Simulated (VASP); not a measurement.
# WS2 (Cmcm) in VASP: a series of runs, part 2 of 3

VASP 6.6.1.

## (3) Single point, PBE+D3(BJ) (mode 4 (29.2 1/cm) frozen in, largest displacement -0.100 Å)

The input, INCAR:

```
SYSTEM = WS2
PREC     = Accurate       ! precision mode
ENCUT    = 520            ! plane-wave cutoff, eV
EDIFF    = 1E-7           ! SCF threshold, eV
ISMEAR   = 0              ! smearing method
SIGMA    = 0.05           ! smearing width, eV
LREAL    = .FALSE.        ! projectors in reciprocal space
LASPH    = .TRUE.         ! aspherical terms in the spheres
NELM     = 80             ! most SCF steps
ALGO     = Normal         ! electronic algorithm
ISIF     = 2              ! what is computed and relaxed
LWAVE    = .FALSE.        ! write WAVECAR
LCHARG   = .FALSE.        ! write CHGCAR
GGA      = PE             ! functional
IVDW     = 12             ! dispersion correction
NBANDS   = 35             ! bands
```

The input, KPOINTS:

```
regular mesh
0
G
  12 12 4
  0 0 0
```

The input, POSCAR:

```
WS2
1.0
    3.1542061832      0.0000000000      0.0000000000
   -1.5771030916      2.7316226834      0.0000000000
    0.0000000000      0.0000000000     12.1399091344
W S
2 4
Direct
    0.3516374719      0.7032749437      0.2500000000
    0.6483625281      0.2967250563      0.7500000000
    0.3152462167      0.6304924335      0.6202874207
    0.6847537833      0.3695075665      0.1202874207
    0.3152462167      0.6304924335      0.8797125793
    0.6847537833      0.3695075665      0.3797125793
```

Potentials or basis: VASP PAW PBE potentials, release 64 (W_sv, S).

Command:

```sh
$ cat potpaw_PBE.64/W_sv/POTCAR potpaw_PBE.64/S/POTCAR > POTCAR
$ mpirun -np 1 vasp_std > vasp.out
```

OUTCAR:

```text
SYSTEM = WS2
   PREC = Accurate
   ENCUT = 520
   EDIFF = 1E-7
   ISMEAR = 0
   LREAL = .FALSE.
   LASPH = .TRUE.
   NELM = 80
   ISIF = 2
   GGA = PE
   IVDW = 12
 IVDW          = 12

 ion  position               nearest neighbor table
   1  0.352  0.703  0.250-   4 2.41   6 2.41   4 2.41   6 2.41   4 2.41   6 2.41
   2  0.648  0.297  0.750-   3 2.41   5 2.41   3 2.41   5 2.41   3 2.41   5 2.41
   3  0.315  0.630  0.620-   2 2.41   2 2.41   2 2.41
   4  0.685  0.370  0.120-   1 2.41   1 2.41   1 2.41
   5  0.315  0.630  0.880-   2 2.41   2 2.41   2 2.41
   6  0.685  0.370  0.380-   1 2.41   1 2.41   1 2.41

  LATTYP: Found a hexagonal cell.
 ALAT       =     3.1542061832
 C/A-ratio  =     3.8488001194

  Lattice vectors:

 A1 = (   3.1542061832,   0.0000000000,   0.0000000000)
 A2 = (  -1.5771030916,   2.7316226834,   0.0000000000)
 A3 = (   0.0000000000,   0.0000000000,  12.1399091344)

Analysis of symmetry for initial positions (statically):
=====================================================================
 Subroutine PRICEL returns:
 Original cell was already a primitive cell.

 Routine SETGRP: Setting up the symmetry group for a
 hexagonal supercell.

 Subroutine GETGRP returns: Found  8 space group operations
 (whereof  4 operations were pure point group operations)
 out of a pool of 24 trial point group operations.

The static configuration has the point symmetry C_2h.
 The point group associated with its full space group is D_2h.

Analysis of symmetry for dynamics (positions and initial velocities):
=====================================================================
 Subroutine PRICEL returns:
 Original cell was already a primitive cell.

 Routine SETGRP: Setting up the symmetry group for a
 hexagonal supercell.

 Subroutine GETGRP returns: Found  8 space group operations
 (whereof  4 operations were pure point group operations)
 out of a pool of 24 trial point group operations.

The dynamic configuration has the point symmetry C_2h.
 The point group associated with its full space group is D_2h.

 Subroutine INISYM returns: Found  8 space group operations
 (whereof  4 operations are pure point group operations),
 and found     1 'primitive' translations

----------------------------------------------------------------------------------------

                                     Primitive cell

  volume of cell :     104.5987

  direct lattice vectors                    reciprocal lattice vectors
     3.154206183  0.000000000  0.000000000     0.317036979  0.183041385  0.000000000
    -1.577103092  2.731622683  0.000000000     0.000000000  0.366082771  0.000000000
     0.000000000  0.000000000 12.139909134     0.000000000  0.000000000  0.082372939

  length of vectors
     3.154206183  3.154206183 12.139909134     0.366082771  0.366082771  0.082372939

  position of ions in fractional coordinates (direct lattice)
     0.351637472  0.703274944  0.250000000
     0.648362528  0.296725056  0.750000000
     0.315246217  0.630492434  0.620287421
     0.684753783  0.369507566  0.120287421
     0.315246217  0.630492434  0.879712579
     0.684753783  0.369507566  0.379712579

  ion indices of the primitive-cell ions
   primitive index   ion index
                 1           1
                 2           2
                 3           3
                 4           4
                 5           5
[... 32 lines left out ...]
  0.000000  0.083333  0.000000      2.000000
  0.166667 -0.000000  0.000000      4.000000
  0.000000  0.166667  0.000000      2.000000
  0.250000  0.000000  0.000000      4.000000
[... 16 lines left out ...]
 -0.083333  0.416667  0.000000      4.000000
 -0.416667  0.333333  0.000000      4.000000
 [... further k-points ...]
   k-points           NKPTS =    129   k-points in BZ     NKDIM =    129   number of bands    NBANDS=     35
   number of dos      NEDOS =    301   number of ions     NIONS =      6
   total plane-waves  NPLWV =  51840
   dimension x,y,z NGX =    24 NGY =   24 NGZ =   90
   dimension x,y,z NGXF=    48 NGYF=   48 NGZF=  180
   ions per type =               2   4
   NGX,Y,Z   is equivalent  to a cutoff of  12.65, 12.65, 12.32 a.u.
   NGXF,Y,Z  is equivalent  to a cutoff of  25.30, 25.30, 24.65 a.u.
 SYSTEM =  WS2
   PREC   = accura    normal or accurate (medium, high low for compatibility)
   ISTART =      0    job   : 0-new  1-cont  2-samecut
   ICHARG =      2    charge: 1-file 2-atom 10-const
   ISPIN  =      1    spin polarized calculation?
   LNONCOLLINEAR =      F non collinear calculations
   LSORBIT =      F    spin-orbit coupling
   LASPH  =      T    aspherical Exc in radial PAW
   ENCUT  =  520.0 eV  38.22 Ry    6.18 a.u.   5.86  5.86 22.57*2*pi/ulx,y,z
   NELM   =     80;   NELMIN=  2; NELMDL= -5     # of ELM steps
   EDIFF  = 0.1E-06   stopping-criterion for ELM
   LREAL  =      F    real-space projection
   EDIFFG = 0.1E-05   stopping-criterion for IOM
   NSW    =      0    number of steps for IOM
   IBRION =     -1    ionic relax: 0-MD 1-quasi-New 2-CG
   NFREE  =      0    steps in history (QN), initial steepest desc. (CG)
   ISIF   =      2    stress and relaxation
   ISYM   =      2    0-nonsym 1-usesym 2-fastsym
   POTIM  = 0.5000    time-step for ionic-motion
   TEBEG  =    0.0;   TEEND  =   0.0 temperature during run
   PSTRESS=    0.0 pullay stress
   NELECT =      52.0000    total number of electrons
   NUPDOWN=      -1.0000    fix difference up-down
   EMIN   =  10.00;   EMAX   =-10.00  energy-range for DOS
   EFERMI =   0.00;   METHOD = LEGACY
   ISMEAR =     0;   SIGMA  =   0.05  broadening in eV -4-tet -1-fermi 0-gaus
   EFERMI_NEDOS =   21; number of points for ismear=-14 and -15
   IALGO  =     38    algorithm
   IMIX   =      4    mixing-type and parameters
     AMIX     =   0.40;   BMIX     =  1.00
     AMIX_MAG =   1.60;   BMIX_MAG =  1.00
  volume/ion in A,a.u.               =      17.43       117.64
  Fermi-wavevector in a.u.,A,eV,Ry     =   1.296882  2.450752 22.883686  1.681903
  Thomas-Fermi vector in A             =   2.428310
   LORBIT       =      0    0 simple, 1 ext, 2 COOP (PROOUT), +10 PAW based schemes
   GGA     = PE    functional components
   LHFCALC =     F    Hartree Fock is set to
   AEXX    =    0.0000 exact exchange contribution
   IVDW    =    12    specifies the selected vdW correction
   LEPSILON=     F    determine dielectric tensor
   LRPA    =     F    only Hartree local field effects (RPA)
 non-spin polarized calculation
 Gauss-broadening in eV      SIGMA  =   0.05
  energy-cutoff  :      520.00
  volume of cell :      104.60
 maximum number of plane-waves:      2841
   NGX = 11   NGY = 11   NGZ = 45

 number of electron      52.0000000 magnetization

 Free energy of the ion-electron system (eV)
  ---------------------------------------------------
  ext. energy  EPLUGINS =         0.00000000
  ---------------------------------------------------
  free energy    TOTEN  =       -47.18241319 eV

  energy without entropy =      -47.18241319  energy(sigma->0) =      -47.18241319

 E-fermi :   7.9738     XC(G=0): -11.0779

 val. band max:        7.7368078635   @ k =   0.0000   0.0000   0.0000
 cond. band min:       8.6386801565   @ k =  -0.3333   0.1667   0.0000
 fundamental gap:      0.9018722929
 Fermi energy:         7.9738452282

 k-point     1 :       0.0000    0.0000    0.0000
  band No.  band energies     occupation
      1     -66.9179      2.00000
      2     -66.9179      2.00000
      3     -31.1755      2.00000
      4     -31.1755      2.00000
      5     -30.9973      2.00000
      6     -30.9973      2.00000
[... 901 lines left out ...]
     34      12.1095      0.00000
     35      13.0526      0.00000

 [... further k-points ...]

------------------------ aborting loop because EDIFF is reached ----------------------------------------

 Edisp (eV)   -2.61076

 E8    (eV) :    -1.0972

  FORCE on cell =-STRESS in cart. coord.  units (eV):
  Direction    XX          YY          ZZ          XY          YZ          ZX
  --------------------------------------------------------------------------------------
  -------------------------------------------------------------------------------------
  Total       0.02289    -0.06606     0.02750     0.00000    -0.00000     0.00000
  in kB       0.35058    -1.01187     0.42122     0.00000    -0.00000     0.00000
  external pressure =       -0.08 kB  Pullay stress =        0.00 kB

 VOLUME and BASIS-vectors are now :
 -----------------------------------------------------------------------------
  energy-cutoff  :      520.00
  volume of cell :      104.60
      direct lattice vectors                 reciprocal lattice vectors
     3.154206183  0.000000000  0.000000000     0.317036979  0.183041385  0.000000000
    -1.577103092  2.731622683  0.000000000     0.000000000  0.366082771  0.000000000
     0.000000000  0.000000000 12.139909134     0.000000000  0.000000000  0.082372939

 POSITION                                       TOTAL-FORCE (eV/Angst)
 -----------------------------------------------------------------------------------
      0.00000      1.92108      3.03498        -0.000000     -0.054206      0.000000
      1.57710      0.81054      9.10493         0.000000      0.054206      0.000000
     -0.00000      1.72227      7.53023         0.000000      0.004469      0.005940
      1.57710      1.00936      1.46028         0.000000     -0.004469      0.005940
     -0.00000      1.72227     10.67963         0.000000      0.004469     -0.005940
      1.57710      1.00936      4.60968         0.000000     -0.004469     -0.005940
 -----------------------------------------------------------------------------------
    total drift:                                0.000000     -0.000000      0.000000

  FREE ENERGIE OF THE ION-ELECTRON SYSTEM (eV)
  ---------------------------------------------------
  free  energy   TOTEN  =       -49.7931731938 eV

  energy  without entropy=      -49.7931731938  energy(sigma->0) =      -49.79317319
```

Run time: 6.5 min. Hardware: 1 thread of Intel Xeon 6975P-C, shared host; peak memory 0.49 GiB.

Results:

```yaml
Free_energy: -49.7932 eV
Pressure: 0.0 GPa
Largest_force: 0.054 eV/Å
Band_gap_on_the_k_mesh: 0.90 eV, indirect (least direct gap 1.83 eV)
Dispersion_energy_per_atom: -0.435 eV
```

Forces in eV/Å, atoms in the order of the input:
```
W    0.000 -0.054  0.000
W    0.000  0.054  0.000
S    0.000  0.004  0.006
S    0.000 -0.004  0.006
S    0.000  0.004 -0.006
S    0.000 -0.004 -0.006
```

Caveat: the cell differs from its parent crystal (mode 4 (29.2 1/cm) frozen in, largest displacement -0.100 Å); spin-orbit coupling is left out, which moves the levels of the heavy elements. A k mesh can miss the band edges.

## (4) Single point, PBE+D3(BJ) (mode 4 (29.2 1/cm) frozen in, largest displacement +0.350 Å)

The input, INCAR:

```
PREC = Accurate ; ENCUT = 520
EDIFF = 1E-6 ; ISMEAR = 0
SIGMA = 0.05 ; LREAL = F
LASPH = T ; NELM = 100
ALGO = Normal ; ISIF = 2
LWAVE = F ; LCHARG = F
GGA = PE ; IVDW = 12
NBANDS = 35
```

The input, KPOINTS:

```
regular mesh
0
Gamma
  12 12 4
```

The input, POSCAR:

```
WS2
1.0
    3.1542061832      0.0000000000      0.0000000000
   -1.5771030916      2.7316226834      0.0000000000
    0.0000000000      0.0000000000     12.1399091344
W S
2 4
Direct
    0.2692688485      0.5385376970      0.2500000000
    0.7307311515      0.4614623030      0.7500000000
    0.3966382414      0.7932764828      0.6202874207
    0.6033617586      0.2067235172      0.1202874207
    0.3966382414      0.7932764828      0.8797125793
    0.6033617586      0.2067235172      0.3797125793
```

Command:

```sh
$ cat potpaw_PBE.64/W_sv/POTCAR potpaw_PBE.64/S/POTCAR > POTCAR
$ mpirun -np 1 vasp_std > vasp.out
```

Wall time 9.1 min (1 thread of Intel Xeon Platinum 8259CL at 2.50GHz (Skylake/Cascade Lake), shared host); peak memory 0.49 GiB.

The run converged. Its results:

* Free energy: -49.6832 eV
* Pressure: 0.6 GPa
* Largest force: 0.200 eV/Å
* Band gap on the k mesh: 0.84 eV, indirect (least direct gap 1.86 eV)
* Dispersion energy per atom: -0.435 eV

Forces in eV/Å, atoms in the order of the input:
```
W    0.000  0.200  0.000
W    0.000 -0.200  0.000
S    0.000 -0.070  0.140
S    0.000  0.070  0.140
S    0.000 -0.070 -0.140
S    0.000  0.070 -0.140
```

Stress tensor (GPa, compression positive):
```
0.09 0.00 0.00
0.00 0.06 0.00
0.00 0.00 1.58
```

Levels at points of the mesh, in eV from the valence-band top:
```
           k point  band 24  band 25  band 26  band 27  band 28  band 29
(0.00, 0.00, 0.00)    -1.43    -1.41     0.00     2.11     2.13     2.23
(0.50, 0.00, 0.00)    -1.96    -1.76    -1.60     2.24     2.25     2.39
(0.00, 0.50, 0.00)    -2.09    -1.86    -1.34     2.22     2.28     2.66
(0.00, 0.00, 0.50)    -2.29    -0.33    -0.33     2.14     2.14     2.18
(0.50, 0.00, 0.50)    -1.96    -1.71    -1.71     2.24     2.24     2.63
(0.00, 0.50, 0.50)    -1.98    -1.51    -1.51     2.25     2.25     2.58
```

Caveat: the cell differs from its parent crystal (mode 4 (29.2 1/cm) frozen in, largest displacement +0.350 Å); spin-orbit coupling is left out, which moves the levels of the heavy elements. A k mesh can miss the band edges.

(Continued in part 3 of 3.)
